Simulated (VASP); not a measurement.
Input of a VASP 6.6.1 run:

The input INCAR:

```
PREC = Accurate
ENCUT = 600
EDIFF = 1E-6
ISMEAR = 0
SIGMA = 0.1
LREAL = F
LASPH = T
NELM = 60
ALGO = Fast
ISIF = 3
LWAVE = F
LCHARG = F
GGA = PS
IBRION = 2
NSW = 100
EDIFFG = -0.01
```

The input KPOINTS:

```
regular mesh
0
Gamma
  12 12 18
```

Contents of POSCAR:

```
Pt
1.0
    4.4584131263      0.0000000000      0.0000000000
   -2.2292065632      3.8610990280      0.0000000000
    0.0000000000      0.0000000000      2.6800958519
Pt
3
Direct
    0.0000000000      0.0000000000      0.0000000000
    0.3333333333      0.6666666667      0.5000000000
    0.6666666667      0.3333333333      0.5000000000
```

Potentials or basis: VASP PAW PBE potentials, release 64 (Pt).

Launch:

```console
$ cat potpaw_PBE.64/Pt/POTCAR > POTCAR
$ mpirun -np 1 vasp_std > vasp.out
```

(1) Estimate the band gap on the k mesh.

(2) Estimate the relaxed volume.

## Answers

(1) zero (bands 15 and 16 overlap by 1.45 eV).

(2) 15.37 Å³/atom.

Caveat: the PAW data sets were made with another functional, which shifts forces and pressure a little; spin-orbit coupling is left out, which moves the levels of the heavy elements.
